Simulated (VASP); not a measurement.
The system is HPbNO4.

```
H Pb N O
1.0
     3.85404    0.14384    0.09012
    -0.25320    5.52698    0.16471
    -0.48197   -1.92720    5.72025
H Pb N O
1 1 1 4
Direct
  0.10913 0.65718 0.54463
  0.61029 0.52127 0.15100
  0.91580 0.96263 0.95867
  0.01384 0.13639 0.88084
  0.72398 0.01057 0.12858
  0.00389 0.73732 0.87043
  0.11927 0.59324 0.37651
```

Base run:

- Program: VASP 6.6.1
- Functional: RPBE
- Potentials or basis: VASP PAW PBE potentials, release 64 (H, Pb_d, N, O)
- Cutoff: 520 eV
- k mesh: 5 × 4 × 4
- Occupations: fermi-dirac, width 0.05 eV
- Spin: no spin polarisation

Its results: band gap on the k mesh 3.16 eV, indirect (least direct gap 3.24 eV); pressure 2.5 GPa; largest force 0.771 eV/Å.

**Question.** The run is repeated on the same cell with these changes: functional from RPBE to BLYP. What comes out?

**Answer.** Band gap on the k mesh 3.08 eV, indirect (least direct gap 3.14 eV); pressure 2.5 GPa; largest force 0.900 eV/Å.

Caveats: the standard files for N, O and F lose accuracy on very short bonds; the PAW data sets were made with another functional, which shifts forces and pressure a little; spin-orbit coupling is left out, which moves the levels of the heavy elements.

A k mesh can miss the band edges.
